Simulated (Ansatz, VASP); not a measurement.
LiCl in VASP and in Ansatz

Contents of POSCAR:

```
LiCl
1.0
    0.0000000000      2.4495679178      2.4495679178
    2.4495679178      0.0000000000      2.4495679178
    2.4495679178      2.4495679178      0.0000000000
Li Cl
1 1
Direct
    0.0000000000      0.0000000000      0.0000000000
    0.5000000000      0.5000000000      0.5000000000
```

The input INCAR.step1:

```
SYSTEM = LiCl
ALGO = Normal ; EDIFF = 1E-4
ENCUT = 520 ; GGA = PE
ISMEAR = 0 ; LASPH = .True.
LCHARG = .False. ; LREAL = .False.
LWAVE = .True. ; NBANDS = 12
NELM = 80 ; PREC = Accurate
SIGMA = 0.02
```

Contents of INCAR.step2:

```
SYSTEM = LiCl
ALGO = Normal ; EDIFF = 1E-6
ENCUT = 520 ; ISIF = 2
ISMEAR = 0 ; ISTART = 1
LASPH = .True. ; LCHARG = .False.
LMIXTAU = .True. ; LREAL = .False.
LWAVE = .False. ; METAGGA = R2SCAN
NBANDS = 12 ; NELM = 80
PREC = Accurate ; SIGMA = 0.02
```

KPOINTS

```
k-points
0
Gamma
  8 8 8
  0 0 0
```

Input for Ansatz:

```yaml
crystal:
  lattice:
    - [0.0, 2.4495679178, 2.4495679178]
    - [2.4495679178, 0.0, 2.4495679178]
    - [2.4495679178, 2.4495679178, 0.0]
  atoms:
    - { symbol: Li, position: [0.0, 0.0, 0.0] }
    - { symbol: Cl, position: [0.5, 0.5, 0.5] }
basis:
  ecutwfc: 500
kpoints:
  mp_grid: { grid: [8, 8, 8] }
hamiltonian:
  xc: r2scan
scf:
  occupations: { method: gaussian, width: 0.02 }
output:
  forces: true
  stress: true
  eigenvalues: true
```

Alike in both runs: task single point; functional r2SCAN; k mesh 8 × 8 × 8; occupations gaussian, width 0.02 eV; no spin polarisation.

|  | VASP | Ansatz |
| --- | --- | --- |
| version | VASP 6.6.1 | Ansatz 0.2.0 |
| potentials or method | VASP PAW PBE potentials, release 64 (Li_sv, Cl), cutoff 520 eV | scalar-relativistic, plane waves, PAW |
| valence electrons in the cell | 10 | 10 |

```tsv
	VASP	Ansatz	Ansatz less VASP
gap on the k mesh at the Fermi level (eV)	7.69	7.67	-0.025
least direct gap on the mesh (eV)	8.04	8.01	-0.025
```

VASP's potentials were made for PBE, not for r2SCAN. The functional is the same, so the differences come from potentials, cutoffs and numerics.

Noted on VASP's run: the cutoff is short for stress, so the pressure is rough.
